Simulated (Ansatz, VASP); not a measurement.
**One calculation of Rh, two programs**

File INCAR:

```
SYSTEM = Rh
PREC     = Accurate       ! precision mode
ENCUT    = 520            ! plane-wave cutoff, eV
EDIFF    = 1E-8           ! SCF threshold, eV
ISMEAR   = -1             ! smearing method
SIGMA    = 0.05           ! smearing width, eV
LREAL    = .False.        ! projectors in reciprocal space
LASPH    = .True.         ! aspherical terms in the spheres
NELM     = 80             ! most SCF steps
ALGO     = Normal         ! electronic algorithm
ISIF     = 2              ! what is computed and relaxed
LWAVE    = .False.        ! write WAVECAR
LCHARG   = .False.        ! write CHGCAR
GGA      = PE             ! functional
LEFG     = .True.       
NBANDS   = 22             ! bands
```

KPOINTS

```
regular mesh
0
Gamma
  10 10 10
  0 0 0
```

POSCAR

```
Rh
1.0
    0.0000000000      2.5993341490      2.5993341490
    2.5993341490      0.0000000000      2.5993341490
    2.5993341490      2.5993341490      0.0000000000
Rh
2
Direct
   -0.1250000000     -0.1250000000     -0.1250000000
    0.1250000000      0.1250000000      0.1250000000
```

Input for Ansatz:

```yaml
crystal:
  lattice:
    - [0.0, 2.599334149, 2.599334149]
    - [2.599334149, 0.0, 2.599334149]
    - [2.599334149, 2.599334149, 0.0]
  atoms:
    - { symbol: Rh, position: [-0.125, -0.125, -0.125] }
    - { symbol: Rh, position: [0.125, 0.125, 0.125] }
kpoints:
  mp_grid: { grid: [10, 10, 10] }
scf:
  occupations: { method: fermi_dirac, width: 0.05 }
hamiltonian:
  xc: pbe
  pseudopotentials: { kind: paw }
output:
  forces: true
  stress: true
  eigenvalues: true
  efg: { contact_densities: true }
  populations: true
```

Change from the starting cell: shortest bond scaled by 1, PAW files.

Alike in both runs: task electric field gradients; functional PBE; k mesh 10 × 10 × 10; occupations fermi-dirac, width 0.05 eV; no spin polarisation.

|  | VASP | Ansatz |
| --- | --- | --- |
| version | VASP 6.6.1 | Ansatz 0.2.0 |
| potentials or method | VASP PAW PBE potentials, release 64 (Rh_pv) | PAW with Ansatz's default frozen-core files, scalar-relativistic |
| plane-wave cutoff (eV) | 520 | 420 |
| valence electrons in the cell | 30 | 34 |

|  | VASP | Ansatz | Ansatz less VASP |
| --- | --- | --- | --- |
| pressure (GPa) | 35.6 | 35.2 | -0.42 |

Both programs put the cell under a high pressure, so it lies far from rest at this level. VASP's potentials hold 30 valence electrons a cell and Ansatz's 34, so a difference there can come from the potentials and not from the codes.
